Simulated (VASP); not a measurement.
# MnO2 (P4_2/mnm) in VASP: further runs, part 2 of 2

VASP 6.6.1. Earlier steps stand in the parts before.

## (4) Single point, PBE+U, collinear spin, ferromagnetic start (biaxial strain in the a-b plane: +4.0 %)

File INCAR:

```
SYSTEM = MnO2
PREC = Accurate
ENCUT = 520
EDIFF = 1E-6
ISMEAR = 0
SIGMA = 0.1
LREAL = .False.
LASPH = .True.
NELM = 150
ALGO = Normal
ISIF = 2
LWAVE = .False.
LCHARG = .False.
ISPIN = 2
MAGMOM = 3.05 3.05 0 0 0 0
LORBIT = 11
LMAXMIX = 4
LDAU = .True.
LDAUTYPE = 2
LDAUL = 2 -1
LDAUU = 3.9 0
LDAUJ = 0 0
LDAUPRINT = 1
GGA = PE
NBANDS = 38
```

File KPOINTS:

```
Automatic mesh
0
Gamma
  8 8 12
  0 0 0
```

File POSCAR:

```
MnO2
1.0
    4.6339561501      0.0000000000      0.0000000000
    0.0000000000      4.6339561501      0.0000000000
    0.0000000000      0.0000000000      2.8727198978
Mn O
2 4
Direct
    0.0000000000      0.0000000000      0.0000000000
    0.5000000000      0.5000000000      0.5000000000
    0.3059833542      0.3059833542      0.0000000000
    0.1940166458      0.8059833542      0.5000000000
    0.6940166458      0.6940166458      0.0000000000
    0.8059833542      0.1940166458      0.5000000000
```

Potentials or basis: VASP PAW PBE potentials, release 64 (Mn_pv, O).

Started as:

```bash
$ cat potpaw_PBE.64/Mn_pv/POTCAR potpaw_PBE.64/O/POTCAR > POTCAR
$ mpirun -np 1 vasp_std > vasp.out
```

OUTCAR:

```text
SYSTEM = MnO2
   PREC = Accurate
   ENCUT = 520
   EDIFF = 1E-6
   ISMEAR = 0
   LREAL = .False.
   LASPH = .True.
   NELM = 150
   ISIF = 2
   ISPIN = 2
   LORBIT = 11
   GGA = PE

 ion  position               nearest neighbor table
   1  0.000  0.000  0.000-   4 1.92   6 1.92   4 1.92   6 1.92   5 2.01   3 2.01
   2  0.500  0.500  0.500-   3 1.92   5 1.92   3 1.92   5 1.92   4 2.01   6 2.01
   3  0.306  0.306  0.000-   2 1.92   2 1.92   1 2.01
   4  0.194  0.806  0.500-   1 1.92   1 1.92   2 2.01
   5  0.694  0.694  0.000-   2 1.92   2 1.92   1 2.01
   6  0.806  0.194  0.500-   1 1.92   1 1.92   2 2.01

  LATTYP: Found a simple tetragonal cell.
 ALAT       =     4.6339561501
 C/A-ratio  =     0.6199281574

  Lattice vectors:

 A1 = (   4.6339561501,   0.0000000000,   0.0000000000)
 A2 = (   0.0000000000,   4.6339561501,   0.0000000000)
 A3 = (   0.0000000000,   0.0000000000,   2.8727198978)

Analysis of symmetry for initial positions (statically):
=====================================================================
 Subroutine PRICEL returns:
 Original cell was already a primitive cell.

[... 2208 lines left out ...]
  Total       -4.0562102     -4.0562102      0.8976880     -0.0000000      0.0000000      0.0000000
  in kB     -105.3498470   -105.3498470     23.3151851     -0.0000000      0.0000000      0.0000000
  external PRESSURE =     -62.4615030 kB  Pullay stress =       0.0000000 kB

 VOLUME and BASIS-vectors are now :
 -----------------------------------------------------------------------------
  energy-cutoff  :      520.00
  volume of cell :       61.69
      direct lattice vectors                 reciprocal lattice vectors
     4.633956150  0.000000000  0.000000000     0.215798330  0.000000000  0.000000000
     0.000000000  4.633956150  0.000000000     0.000000000  0.215798330  0.000000000
     0.000000000  0.000000000  2.872719898     0.000000000  0.000000000  0.348102159

 POSITION                                       TOTAL-FORCE (eV/Angst)
 -----------------------------------------------------------------------------------
      0.00000      0.00000      0.00000         0.000000      0.000000      0.000000
      2.31698      2.31698      1.43636         0.000000      0.000000      0.000000
      1.41791      1.41791      0.00000        -0.014525     -0.014525     -0.000000
      0.89906      3.73489      1.43636         0.014525     -0.014525     -0.000000
      3.21604      3.21604      0.00000         0.014525      0.014525      0.000000
      3.73489      0.89906      1.43636        -0.014525      0.014525      0.000000
 -----------------------------------------------------------------------------------
    total drift:                                0.000000      0.000000      0.000000

  FREE ENERGIE OF THE ION-ELECTRON SYSTEM (eV)
  ---------------------------------------------------
  free  energy   TOTEN  =       -42.2134965822 eV

  energy  without entropy=      -42.2056229691  energy(sigma->0) =      -42.20955978

 total charge

# of ion       s       p       d       tot
------------------------------------------
    1        0.321   6.399   4.764  11.484
    2        0.321   6.399   4.764  11.484
    3        1.568   3.424   0.000   4.992
    4        1.568   3.424   0.000   4.992
    5        1.568   3.424   0.000   4.992
    6        1.568   3.424   0.000   4.992
--------------------------------------------------
tot          6.915  26.494   9.528  42.937

 magnetization (x)

# of ion       s       p       d       tot
------------------------------------------
    1        0.020   0.027   3.174   3.221
    2        0.020   0.027   3.174   3.221
    3       -0.001  -0.115   0.000  -0.116
    4       -0.001  -0.115   0.000  -0.116
    5       -0.001  -0.115   0.000  -0.116
    6       -0.001  -0.115   0.000  -0.116
--------------------------------------------------
tot          0.035  -0.406   6.348   5.978
```

stdout:

```text
POSCAR found type information on POSCAR MnO
 POSCAR found :  2 types and       6 ions
 scaLAPACK will be used
 LDA part: xc-table for (Slater+PW92), standard interpolation
 POSCAR, INCAR and KPOINTS ok, starting setup
 FFT: planning ... GRIDC
 FFT: planning ... GRID_SOFT
 FFT: planning ... GRID
 WAVECAR not read
 entering main loop
```

It took 14 min on 1 thread of AMD EPYC 9R45, shared host; peak memory 0.41 GiB.

Results:

| Quantity | Value |
| --- | --- |
| Free energy | -42.2135 eV |
| Pressure | -6.2 GPa |
| Largest force | 0.021 eV/Å |
| Net moment | 6.06 μB per cell |
| Site moments | Mn +3.22; O -0.12 μB |
| Valence electrons inside the program's atomic spheres | Mn 11.48; O 4.99 |

Forces in eV/Å, atoms in the order of the input:
```
Mn   0.000  0.000  0.000
Mn   0.000  0.000  0.000
O   -0.015 -0.015  0.000
O    0.015 -0.015  0.000
O    0.015  0.015  0.000
O   -0.015  0.015  0.000
```

Stress tensor (GPa, compression positive):
```
-10.53   0.00   0.00
  0.00 -10.53   0.00
  0.00   0.00   2.33
```

Levels at points of the mesh, in eV from the Fermi level:
Spin up:
| k point | band 26 | band 27 | band 28 | band 29 | band 30 | band 31 |
| --- | --- | --- | --- | --- | --- | --- |
| (0.00, 0.00, 0.00) | -0.73 | -0.38 | -0.38 | 0.26 | 2.70 | 2.70 |
| (0.50, 0.00, 0.00) | -1.18 | -0.49 | -0.49 | 1.79 | 1.79 | 2.59 |
| (0.50, 0.50, 0.00) | -1.20 | -0.09 | -0.09 | 0.79 | 0.79 | 2.67 |
| (0.00, 0.00, 0.50) | -1.09 | -0.22 | -0.22 | 0.81 | 0.81 | 1.80 |
| (0.50, 0.00, 0.50) | -0.95 | -0.34 | -0.34 | -0.03 | -0.03 | 3.03 |
| (0.50, 0.50, 0.50) | -0.60 | -0.30 | -0.30 | 1.51 | 1.51 | 1.82 |
Spin down:
| k point | band 18 | band 19 | band 20 | band 21 | band 22 | band 23 | band 24 | band 25 | band 26 | band 27 |
| --- | --- | --- | --- | --- | --- | --- | --- | --- | --- | --- |
| (0.00, 0.00, 0.00) | -2.40 | -1.05 | -0.48 | -0.48 | 0.12 | 2.08 | 2.14 | 2.65 | 2.65 | 2.85 |
| (0.50, 0.00, 0.00) | -2.83 | -1.84 | -1.84 | -0.62 | -0.62 | 2.60 | 2.60 | 3.07 | 3.07 | 3.62 |
| (0.50, 0.50, 0.00) | -1.77 | -1.71 | -1.71 | -1.34 | -1.34 | 2.01 | 2.01 | 2.65 | 2.65 | 3.82 |
| (0.00, 0.00, 0.50) | -3.37 | -1.83 | -1.83 | -1.61 | -1.61 | 3.07 | 3.07 | 3.14 | 3.14 | 3.59 |
| (0.50, 0.00, 0.50) | -3.12 | -1.88 | -1.88 | -0.90 | -0.90 | 2.32 | 2.32 | 2.88 | 2.88 | 3.55 |
| (0.50, 0.50, 0.50) | -3.34 | -0.93 | -0.93 | -0.93 | -0.93 | 2.85 | 2.85 | 3.25 | 3.25 | 3.31 |

Eigenvalues of the final occupation matrices:
| site | spin | trace | eigenvalues |
| --- | --- | --- | --- |
| site 1 d | 1 | 3.98 | 0.55 0.56 0.95 0.96 0.97 |
| site 1 d | 2 | 0.81 | 0.07 0.09 0.09 0.24 0.31 |
| site 2 d | 1 | 3.98 | 0.55 0.56 0.95 0.96 0.97 |
| site 2 d | 2 | 0.81 | 0.07 0.09 0.09 0.24 0.31 |

Caveat: the cell differs from its parent crystal (biaxial strain in the a-b plane: +4.0 %); only a ferromagnetic start was run, and an antiferromagnetic order may lie lower in energy. The state reached can hang on the start; a lower one may exist.

## (5) Single point, PBE+U, collinear spin, ferromagnetic start (strain along c alone, the other axes held: +6.0 %, then relaxed in part)

File INCAR:

```
ALGO     = Normal         # electronic algorithm
EDIFF    = 1E-6           # SCF threshold, eV
ENCUT    = 520            # plane-wave cutoff, eV
GGA      = PE             # functional
ISIF     = 2              # what is computed and relaxed
ISMEAR   = 0              # smearing method
ISPIN    = 2              # spin polarisation
LASPH    = T              # aspherical terms in the spheres
LCHARG   = F              # write CHGCAR
LDAU     = T              # DFT+U
LDAUJ    = 0 0          
LDAUL    = 2 -1           # shell
LDAUPRINT= 1            
LDAUTYPE = 2            
LDAUU    = 3.9 0          # U, eV
LMAXMIX  = 4              # l up to which the mixer works
LORBIT   = 11             # projections on sites
LREAL    = F              # projectors in reciprocal space
LWAVE    = F              # write WAVECAR
MAGMOM   = 3.05 3.05 0 0 0 0 # initial moments
NBANDS   = 38             # bands
NELM     = 150            # most SCF steps
PREC     = Accurate       # precision mode
SIGMA    = 0.1            # smearing width, eV
```

File KPOINTS:

```
k-points
0
Gamma
  8 8 12
```

File POSCAR:

```
MnO2
1.0
    4.4557270880      0.0000000000      0.0000000000
    0.0000000000      4.4557270880      0.0000000000
    0.0000000000      0.0000000000      3.1199621670
Mn O
2 4
Direct
    0.0000000000      0.0000000000      0.0000000000
    0.5000000000      0.5000000000      0.5000000000
    0.3078366490      0.3078366490      0.0000000000
    0.1921633510      0.8078366490      0.5000000000
    0.6921633510      0.6921633510      0.0000000000
    0.8078366490      0.1921633510      0.5000000000
```

Started as:

```bash
$ cat potpaw_PBE.64/Mn_pv/POTCAR potpaw_PBE.64/O/POTCAR > POTCAR
$ mpirun -np 1 vasp_std > vasp.out
```

Run time: 4.7 min. Hardware: 1 thread of Intel Xeon Platinum 8559C (Emerald Rapids), shared host; peak memory 0.44 GiB.

It converged, with:

```yaml
Free_energy: -42.1894 eV
Pressure: -7.9 GPa
Largest_force: 0.019 eV/Å
Net_moment: 6.05 μB per cell
Site_moments: Mn +3.38; O -0.19 μB
Valence_electrons_inside_the_program's_atomic_spheres: Mn 11.43; O 4.98
```

Forces in eV/Å, atoms in the order of the input:
```
Mn   0.000  0.000  0.000
Mn   0.000  0.000  0.000
O    0.014  0.014  0.000
O   -0.014  0.014  0.000
O   -0.014 -0.014  0.000
O    0.014 -0.014  0.000
```

Stress tensor (GPa, compression positive):
```
 -3.73   0.00   0.00
  0.00  -3.73   0.00
  0.00   0.00 -16.26
```

Levels at points of the mesh, in eV from the Fermi level:
Spin up:
| k point | band 26 | band 27 | band 28 | band 29 | band 30 | band 31 |
| --- | --- | --- | --- | --- | --- | --- |
| (0.00, 0.00, 0.00) | -0.60 | -0.10 | -0.10 | 0.25 | 2.35 | 2.35 |
| (0.50, 0.00, 0.00) | -1.23 | -0.48 | -0.48 | 2.14 | 2.14 | 2.18 |
| (0.50, 0.50, 0.00) | -0.92 | 0.08 | 0.08 | 1.02 | 1.02 | 2.30 |
| (0.00, 0.00, 0.50) | -0.89 | -0.23 | -0.23 | 1.04 | 1.04 | 1.17 |
| (0.50, 0.00, 0.50) | -0.74 | -0.57 | -0.57 | -0.14 | -0.14 | 2.98 |
| (0.50, 0.50, 0.50) | -0.29 | -0.26 | -0.26 | 1.07 | 1.07 | 1.86 |
Spin down:
```csv
k point,band 19,band 20,band 21,band 22,band 23,band 24,band 25,band 26
"(0.00, 0.00, 0.00)",-1.29,-0.38,-0.38,0.17,2.58,2.65,2.77,2.77
"(0.50, 0.00, 0.00)",-2.30,-2.30,-0.58,-0.58,3.05,3.05,3.28,3.28
"(0.50, 0.50, 0.00)",-1.43,-1.43,-1.23,-1.23,2.51,2.51,2.78,2.78
"(0.00, 0.00, 0.50)",-2.07,-2.07,-1.41,-1.41,3.10,3.10,3.44,3.44
"(0.50, 0.00, 0.50)",-1.80,-1.80,-0.88,-0.88,2.60,2.60,3.11,3.11
"(0.50, 0.50, 0.50)",-0.91,-0.91,-0.71,-0.71,3.15,3.15,3.26,3.26
```

Eigenvalues of the final occupation matrices:
```csv
site,spin,trace,eigenvalues
site 1 d,1,4.05,0.57 0.60 0.95 0.96 0.96
site 1 d,2,0.72,0.04 0.08 0.09 0.25 0.26
site 2 d,1,4.05,0.57 0.60 0.95 0.96 0.96
site 2 d,2,0.72,0.04 0.08 0.09 0.25 0.26
```

Caveat: the cell differs from its parent crystal (strain along c alone, the other axes held: +6.0 %, then relaxed in part); only a ferromagnetic start was run, and an antiferromagnetic order may lie lower in energy.

## (6) Single point, PBE+U, collinear spin, ferromagnetic start

File INCAR:

```
SYSTEM = MnO2
PREC     = Accurate       ! precision mode
ENCUT    = 520            ! plane-wave cutoff, eV
EDIFF    = 1E-6           ! SCF threshold, eV
ISMEAR   = 0              ! smearing method
SIGMA    = 0.1            ! smearing width, eV
LREAL    = .False.        ! projectors in reciprocal space
LASPH    = .True.         ! aspherical terms in the spheres
NELM     = 150            ! most SCF steps
ALGO     = Normal         ! electronic algorithm
ISIF     = 2              ! what is computed and relaxed
LWAVE    = .False.        ! write WAVECAR
LCHARG   = .True.         ! write CHGCAR
ISPIN    = 2              ! spin polarisation
MAGMOM   = 2.91 2.91 0 0 0 0 ! initial moments
LORBIT   = 11             ! projections on sites
LMAXMIX  = 4              ! l up to which the mixer works
LDAU     = .True.         ! DFT+U
LDAUTYPE = 2            
LDAUL    = 2 -1           ! shell
LDAUU    = 3.9 0          ! U, eV
LDAUJ    = 0 0          
LDAUPRINT= 1            
GGA      = PE             ! functional
LELF     = .True.         ! ELF
LVHAR    = .True.       
NBANDS   = 38             ! bands
```

File KPOINTS:

```
Automatic mesh
0
Gamma
  4 4 8
  0 0 0
```

File POSCAR:

```
MnO2
1.0
    4.4575268699      0.0000000000      0.0000000000
    0.0000000000      4.4575268699      0.0000000000
    0.0000000000      0.0000000000      2.9428857190
Mn O
2 4
Direct
    0.0000000000      0.0000000000      0.0000000000
    0.5000000000      0.5000000000      0.5000000000
    0.3060876734      0.3060876734      0.0000000000
    0.1939123266      0.8060876734      0.5000000000
    0.6939123266      0.6939123266      0.0000000000
    0.8060876734      0.1939123266      0.5000000000
```

Potentials or basis: VASP PAW PBE potentials, release 64 (Mn_pv, O).

Started as:

```bash
$ cat potpaw_PBE.64/Mn_pv/POTCAR potpaw_PBE.64/O/POTCAR > POTCAR
$ mpirun -np 1 vasp_std > vasp.out
```

Wall time 53 s (1 thread of Intel Xeon 6975P-C (Granite Rapids), shared host); peak memory 0.25 GiB.

It converged, with:

```
Free energy                                           : -42.3790 eV
Pressure                                              : 0.7 GPa
Largest force                                         : 0.026 eV/Å
Net moment                                            : 6.08 μB per cell
Site moments                                          : Mn +3.13; O -0.07 μB
Valence electrons inside the program's atomic spheres : Mn 11.55; O 5.02
```

Forces on the atoms (eV/Å):
```
Mn   0.000  0.000  0.000
Mn   0.000  0.000  0.000
O   -0.018 -0.018  0.000
O    0.018 -0.018  0.000
O    0.018  0.018  0.000
O   -0.018  0.018  0.000
```

Stress tensor (GPa, compression positive):
```
0.82 0.00 0.00
0.00 0.82 0.00
0.00 0.00 0.40
```

Levels at points of the mesh, in eV from the Fermi level:
Spin up:
| k point | band 25 | band 26 | band 27 | band 28 | band 29 | band 30 | band 31 | band 32 |
| --- | --- | --- | --- | --- | --- | --- | --- | --- |
| (0.00, 0.00, 0.00) | -0.95 | -0.45 | -0.38 | -0.38 | 0.12 | 2.78 | 2.78 | 3.25 |
| (0.50, 0.00, 0.00) | -1.41 | -1.41 | -0.64 | -0.64 | 2.23 | 2.23 | 2.62 | 2.62 |
| (0.50, 0.50, 0.00) | -1.27 | -1.27 | -0.09 | -0.09 | 1.22 | 1.22 | 2.74 | 2.74 |
| (0.00, 0.00, 0.50) | -1.16 | -1.16 | -0.32 | -0.32 | 1.23 | 1.23 | 1.67 | 1.67 |
| (0.50, 0.00, 0.50) | -1.06 | -1.06 | -0.34 | -0.34 | 0.05 | 0.05 | 3.25 | 3.25 |
| (0.50, 0.50, 0.50) | -0.60 | -0.60 | -0.42 | -0.42 | 1.69 | 1.69 | 1.94 | 1.94 |
Spin down:
| k point | band 20 | band 21 | band 22 | band 23 | band 24 | band 25 |
| --- | --- | --- | --- | --- | --- | --- |
| (0.00, 0.00, 0.00) | -0.41 | -0.41 | 0.26 | 2.05 | 2.15 | 2.40 |
| (0.50, 0.00, 0.00) | -2.22 | -0.59 | -0.59 | 2.62 | 2.62 | 2.96 |
| (0.50, 0.50, 0.00) | -1.76 | -1.35 | -1.35 | 1.98 | 1.98 | 2.40 |
| (0.00, 0.00, 0.50) | -2.17 | -1.61 | -1.61 | 2.90 | 2.90 | 3.09 |
| (0.50, 0.00, 0.50) | -2.00 | -0.94 | -0.94 | 2.17 | 2.17 | 2.78 |
| (0.50, 0.50, 0.50) | -1.02 | -0.82 | -0.82 | 2.79 | 2.79 | 3.06 |

Eigenvalues of the final occupation matrices:
| site | spin | trace | eigenvalues |
| --- | --- | --- | --- |
| site 1 d | 1 | 3.95 | 0.52 0.54 0.95 0.96 0.97 |
| site 1 d | 2 | 0.87 | 0.06 0.10 0.10 0.29 0.32 |
| site 2 d | 1 | 3.95 | 0.52 0.54 0.95 0.96 0.97 |
| site 2 d | 2 | 0.87 | 0.06 0.10 0.10 0.29 0.32 |

Caveat: only a ferromagnetic start was run, and an antiferromagnetic order may lie lower in energy. The state reached can hang on the start; a lower one may exist.

## (7) The runs side by side

| cell | k mesh | gap on the mesh (eV) | pressure (GPa) | moment (μB) | largest force (eV/Å) |
| --- | --- | --- | --- | --- | --- |
| a = 4.456, b = 4.456, c = 2.943 Å, 6 atoms | 8 × 8 × 12 | none | 0.7 | 6.06 | 0.02 |
| a = 4.458, b = 4.458, c = 2.943 Å, 6 atoms | 4 × 4 × 8 | none | 0.7 | 6.08 | 0.03 |
| a = 4.634, b = 4.634, c = 2.873 Å, 6 atoms | 8 × 8 × 12 | none | -6.2 | 6.06 | 0.02 |
| a = 4.456, b = 4.456, c = 3.120 Å, 6 atoms | 8 × 8 × 12 | none | -7.9 | 6.05 | 0.02 |

Alike in all rows: task single point; level PBE+U; potentials or basis VASP PAW PBE potentials, release 64 (Mn_pv, O); spin collinear, ferromagnetic start; Mn d U = 3.9 eV; cutoff (eV) 520; smearing gaussian 0.1 eV.

Caveats: only a ferromagnetic start was run, and an antiferromagnetic order may lie lower in energy.

Absolute energies hang on the potentials; compare differences alone.
